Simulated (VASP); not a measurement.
Runs of VASP 6.6.1 on ZrB3Se2. The structure is that of space group R-3m (No. 166), or close to it. The cells are those of the table. 

| task | cell | k mesh | cutoff (eV) | gap on the mesh (eV) | pressure (GPa) | largest force (eV/Å) |
| --- | --- | --- | --- | --- | --- | --- |
| single point | a = 4.740 Å, angles 86.8°, 6 atoms | 4 × 4 × 4 | 520 | none | 0.1 | - |
| relaxation of cell and atoms | relaxed from a = 4.984 Å, 6 atoms | 4 × 4 × 4 | 600 | none | 0.0 | 0.04 |
| single point | a = 4.735 Å, angles 86.9°, 6 atoms | 6 × 6 × 6 | 520 | none | 0.1 | - |
| single point | a = 4.984 Å, 6 atoms | 4 × 4 × 4 | 520 | none | (a) | 9.34 |

Alike in all rows: level PBE; potentials or basis VASP PAW PBE potentials, release 64 (Zr_sv, B, Se); no spin polarisation; smearing gaussian 0.1 eV.

Problem. Estimate the missing entries.

Solution. (a) 9.4.

Caveats: forces of over 1 eV/Å act on the atoms, so gaps and moduli don't describe the material at rest (some runs).

A k mesh can miss the band edges, and the runs leave out spin-orbit coupling on Se, Zr.

A gap of «none» marks levels without a gap at the run's occupations.
